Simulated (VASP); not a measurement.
# CdSe (F-43m) in VASP: notebook, part 2 of 2

VASP 6.6.1. Earlier steps stand in the parts before.

## Step 4: Single point, PBEsol

This run uses another cell than the first one, of 24.49 Å³/atom, 1.048 times its volume.

INCAR reads:

```
SYSTEM = CdSe
  PREC = Accurate
  ENCUT = 520
  EDIFF = 1E-7
  ISMEAR = 0
  SIGMA = 0.01
  LREAL = .False.
  LASPH = .True.
  NELM = 80
  ALGO = Normal
  ISIF = 2
  LWAVE = .False.
  LCHARG = .True.
  GGA = PS
  LELF = .True.
  LVHAR = .True.
  NBANDS = 16
```

KPOINTS reads:

```
Automatic mesh
0
Gamma
  6 6 6
  0 0 0
```

POSCAR reads:

```
CdSe
1.0
    2.9038368515      2.9038368515      0.0000000000
   -2.9038368515      2.9038368515      0.0000000000
    0.0000000000      2.9038368515      2.9038368515
Cd Se
1 1
Direct
    0.0000000000      0.0000000000      0.0000000000
    0.7500000000      0.2500000000      0.5000000000
```

Potentials or basis: VASP PAW PBE potentials, release 64 (Cd, Se).

Run with:

```
$ cat potpaw_PBE.64/Cd/POTCAR potpaw_PBE.64/Se/POTCAR > POTCAR
$ mpirun -np 1 vasp_std > vasp.out
```

OUTCAR:

```text
SYSTEM = CdSe
   PREC = Accurate
   ENCUT = 520
   EDIFF = 1E-7
   ISMEAR = 0
   LREAL = .False.
   LASPH = .True.
   NELM = 80
   ISIF = 2
   GGA = PS

 ion  position               nearest neighbor table
   1  0.000  0.000  0.000-   2 2.51   2 2.51   2 2.51   2 2.51
   2  0.750  0.250  0.500-   1 2.51   1 2.51   1 2.51   1 2.51

  LATTYP: Found a face centered cubic cell.
 ALAT       =     5.8076737030

  Lattice vectors:

 A1 = (   0.0000000000,   2.9038368515,   2.9038368515)
[... 479 lines left out ...]

------------------------ aborting loop because EDIFF is reached ----------------------------------------

  FORCE on cell =-STRESS in cart. coord.  units (eV):
  Direction    XX          YY          ZZ          XY          YZ          ZX
  --------------------------------------------------------------------------------------
  -------------------------------------------------------------------------------------
  Total        3.2426126      3.2426126      3.2426126      0.0000000     -0.0000000      0.0000000
  in kB      106.0862315    106.0862315    106.0862315      0.0000000     -0.0000000      0.0000000
  external PRESSURE =     106.0862315 kB  Pullay stress =       0.0000000 kB

 VOLUME and BASIS-vectors are now :
 -----------------------------------------------------------------------------
  energy-cutoff  :      520.00
  volume of cell :       48.97
      direct lattice vectors                 reciprocal lattice vectors
     2.903836851  2.903836851  0.000000000     0.172185982  0.172185982 -0.172185982
    -2.903836851  2.903836851  0.000000000    -0.172185982  0.172185982 -0.172185982
     0.000000000  2.903836851  2.903836851     0.000000000  0.000000000  0.344371964

 POSITION                                       TOTAL-FORCE (eV/Angst)
 -----------------------------------------------------------------------------------
      0.00000      0.00000      0.00000         0.000000      0.000000      0.000000
      1.45192      4.35576      1.45192        -0.000000      0.000000      0.000000
 -----------------------------------------------------------------------------------
    total drift:                               -0.000000     -0.000000     -0.000000

  FREE ENERGIE OF THE ION-ELECTRON SYSTEM (eV)
  ---------------------------------------------------
  free  energy   TOTEN  =        -5.9521715947 eV

  energy  without entropy=       -5.9521715947  energy(sigma->0) =       -5.95217159
```

OSZICAR:

```text
N       E                     dE             d eps       ncg     rms          rms(c)
DAV:   1     0.109649263157E+03    0.10965E+03   -0.88300E+03   512   0.102E+03
DAV:   2    -0.264674055066E+01   -0.11230E+03   -0.10641E+03   648   0.255E+02
DAV:   3    -0.632339342614E+01   -0.36767E+01   -0.36727E+01   616   0.484E+01
DAV:   4    -0.633661735899E+01   -0.13224E-01   -0.13224E-01   656   0.292E+00
DAV:   5    -0.633669389508E+01   -0.76536E-04   -0.76536E-04   624   0.192E-01    0.831E+00
DAV:   6    -0.598139279933E+01    0.35530E+00   -0.54368E-01   744   0.109E+01    0.629E+00
DAV:   7    -0.595345017114E+01    0.27943E-01   -0.16414E-01   600   0.291E+00    0.253E+00
DAV:   8    -0.595233778818E+01    0.11124E-02   -0.19076E-02   576   0.179E+00    0.261E-01
DAV:   9    -0.595213962820E+01    0.19816E-03   -0.17337E-03   608   0.605E-01    0.627E-02
DAV:  10    -0.595215353817E+01   -0.13910E-04   -0.14101E-04   640   0.159E-01    0.323E-02
DAV:  11    -0.595217174380E+01   -0.18206E-04   -0.31497E-05   584   0.434E-02    0.983E-03
DAV:  12    -0.595217149115E+01    0.25264E-06   -0.25580E-06   656   0.247E-02    0.480E-03
DAV:  13    -0.595217160025E+01   -0.10910E-06   -0.35788E-07   592   0.597E-03    0.135E-03
DAV:  14    -0.595217159475E+01    0.55074E-08   -0.19752E-08   432   0.102E-03
   1 F= -.59521716E+01 E0= -.59521716E+01  d E =-.311776E-48
```

stdout:

```text
POSCAR found type information on POSCAR CdSe
 POSCAR found :  2 types and       2 ions
 scaLAPACK will be used
 -----------------------------------------------------------------------------
|                                                                             |
|                                                                             |
|     You enforced a specific xc type in the INCAR file but a different       |
|     I HOPE YOU KNOW WHAT YOU ARE DOING!                                     |
|                                                                             |
 -----------------------------------------------------------------------------

 LDA part: xc-table for (Slater+PW92), standard interpolation
 POSCAR, INCAR and KPOINTS ok, starting setup
 FFT: planning ... GRIDC
 FFT: planning ... GRID_SOFT
 FFT: planning ... GRID
 WAVECAR not read
 entering main loop
```

It took 13 s on 1 thread of Intel Xeon 6975P-C (Granite Rapids), shared host; peak memory 0.17 GiB.

What came out:

```
Free energy            : -5.9522 eV
Pressure               : 10.6 GPa
Band gap on the k mesh : 0.75 eV, direct
```

Levels at points of the mesh, in eV from the valence-band top:
```
           k point  band 7  band 8  band 9  band 10  band 11  band 12
(0.00, 0.00, 0.00)    0.00    0.00    0.00     0.75     5.80     5.80
(0.50, 0.00, 0.00)   -5.36   -0.99   -0.99     2.42     6.35     6.35
(0.50, 0.50, 0.00)   -4.82   -2.41   -2.41     2.70     3.71     9.70
```

Caveat: the PAW data sets were made with another functional, which shifts forces and pressure a little.

## Step 5: Single point, PBEsol

This run uses another cell than the first one, of 26.34 Å³/atom, 1.128 times its volume.

INCAR reads:

```
PREC = Accurate
ENCUT = 520
EDIFF = 1E-7
ISMEAR = 0
SIGMA = 0.01
LREAL = False
LASPH = True
NELM = 80
ALGO = Normal
ISIF = 2
LWAVE = False
LCHARG = False
GGA = PS
NBANDS = 16
```

KPOINTS reads:

```
regular mesh
0
Gamma
  6 6 6
```

POSCAR reads:

```
CdSe
1.0
    2.9752299717      2.9752299717      0.0000000000
   -2.9752299717      2.9752299717      0.0000000000
    0.0000000000      2.9752299717      2.9752299717
Cd Se
1 1
Direct
    0.0000000000      0.0000000000      0.0000000000
    0.7500000000      0.2500000000      0.5000000000
```

Run with:

```
$ cat potpaw_PBE.64/Cd/POTCAR potpaw_PBE.64/Se/POTCAR > POTCAR
$ mpirun -np 1 vasp_std > vasp.out
```

It took 14 s on 1 thread of Intel Xeon 6975P-C (Granite Rapids), shared host; peak memory 0.17 GiB.

Results (log left out):

```
Free energy            : -6.1217 eV
Pressure               : 4.4 GPa
Band gap on the k mesh : 0.61 eV, direct
```

Levels at points of the mesh, in eV from the valence-band top:
```
           k point  band 5  band 6  band 7  band 8  band 9  band 10  band 11  band 12  band 13  band 14
(0.00, 0.00, 0.00)   -7.71   -7.71    0.00    0.00    0.00     0.61     5.84     5.84     5.84     9.85
(0.50, 0.00, 0.00)   -7.69   -7.37   -4.86   -0.86   -0.86     2.36     6.36     6.36     7.44    10.08
(0.50, 0.50, 0.00)   -7.64   -7.30   -4.44   -2.12   -2.12     2.86     3.71     9.31    10.52    10.52
```

Caveat: the PAW data sets were made with another functional, which shifts forces and pressure a little.

## Step 6: Overview

| cell | gap on the mesh (eV) | pressure (GPa) |
| --- | --- | --- |
| a = 4.043 Å, angles 60.0, 60.0, 90.0°, 2 atoms | 0.84 | 15.7 |
| a = 4.153 Å, angles 60.0, 60.0, 90.0°, 2 atoms | 0.68 | 7.5 |
| a = 4.107 Å, angles 60.0, 60.0, 90.0°, 2 atoms | 0.75 | 10.6 |
| a = 4.208 Å, angles 60.0, 60.0, 90.0°, 2 atoms | 0.61 | 4.4 |

Alike in all rows: task single point; level PBEsol; potentials or basis VASP PAW PBE potentials, release 64 (Cd, Se); no spin polarisation; k mesh 6 × 6 × 6; cutoff (eV) 520; smearing gaussian 0.01 eV.

Caveats: the PAW data sets were made with another functional, which shifts forces and pressure a little.

Absolute energies hang on the potentials; compare differences alone.
